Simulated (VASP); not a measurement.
Write the native input for VASP 6.6.1 that does the following.

* Task: single point
* Functional: PBE
* Potentials or basis: VASP PAW PBE potentials, release 64 (Al)
* Cutoff: 500 eV
* k mesh: 40 × 40 × 40
* Occupations: fermi-dirac, width 0.0612256 eV
* Spin: no spin polarisation
* Dipole correction: no
* Further INCAR settings: ALGO = Normal; EDIFF = 1e-06; NBANDS = 8

The structure of Al lies in POSCAR:

```
Al
1.0
    2.7579451905      0.0000000000      0.0000000000
    0.0000000000      2.7579451905      0.0000000000
    0.0000000000      0.0000000000      2.7579451905
Al
1
Direct
    0.0000000000      0.0000000000      0.0000000000
```

This isn't the form of Al at room conditions, which is fcc.

The input as run:

INCAR

```
SYSTEM = Al
PREC = Accurate
ENCUT = 500
EDIFF = 1E-6
ISMEAR = -1
SIGMA = 0.06122561905347299
LREAL = .FALSE.
LASPH = .TRUE.
NELM = 120
ALGO = Normal
ISIF = 2
LWAVE = .FALSE.
LCHARG = .FALSE.
GGA = PE
NBANDS = 8
GGA_COMPAT = .FALSE.
```

KPOINTS

```
regular mesh
0
G
  40 40 40
  0 0 0
```

Potentials or basis: VASP PAW PBE potentials, release 64 (Al).

Launch:

```sh
$ cat potpaw_PBE.64/Al/POTCAR > POTCAR
$ mpirun -np 1 vasp_std > vasp.out
```

It gave:

```yaml
Pressure: -2.1 GPa
Band_gap_on_the_k_mesh: zero (an odd number of electrons rules out a gap without spin polarisation)
```

It took 2.4 min on 1 thread of Intel Xeon 8259CL, with other jobs on the host, peak memory 0.32 GiB.
